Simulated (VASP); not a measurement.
Input of a VASP 6.6.1 run:

Contents of INCAR:

```
SYSTEM = IrO2
ALGO = Normal
EDIFF = 1E-7
EDIFFG = -0.005
ENCUT = 600
GGA = PS
IBRION = 2
ISIF = 3
ISMEAR = 0
LASPH = .True.
LCHARG = .False.
LREAL = .False.
LWAVE = .False.
NELM = 100
NSW = 100
PREC = Accurate
SIGMA = 0.1
```

File KPOINTS:

```
k-points
0
Gamma
  8 8 12
  0 0 0
```

The input POSCAR:

```
IrO2
1.0
    4.4990000000      0.0000000000      0.0000000000
    0.0000000000      4.4990000000      0.0000000000
    0.0000000000      0.0000000000      3.1460000000
Ir O
2 4
Direct
    0.0000000000      0.0000000000      0.0000000000
    0.5000000000      0.5000000000      0.5000000000
    0.3110000000      0.3110000000      0.0000000000
    0.1890000000      0.8110000000      0.5000000000
    0.6890000000      0.6890000000      0.0000000000
    0.8110000000      0.1890000000      0.5000000000
```

Potentials or basis: VASP PAW PBE potentials, release 64 (Ir, O).

Launch:

```sh
$ cat potpaw_PBE.64/Ir/POTCAR potpaw_PBE.64/O/POTCAR > POTCAR
$ mpirun -np 1 vasp_std > vasp.out
```

(1) Estimate the relaxed cell.

(2) Estimate the band gap on the k mesh.

Results:

(1) a = 4.484 Å, b = 4.484 Å, c = 3.164 Å, α = 90.00°, β = 90.00°, γ = 90.00°.

(2) zero (band 21 reaches 6.71 eV, above the bottom of band 22 at 5.34 eV).

Caveat: spin-orbit coupling is left out, which moves the levels of the heavy elements.
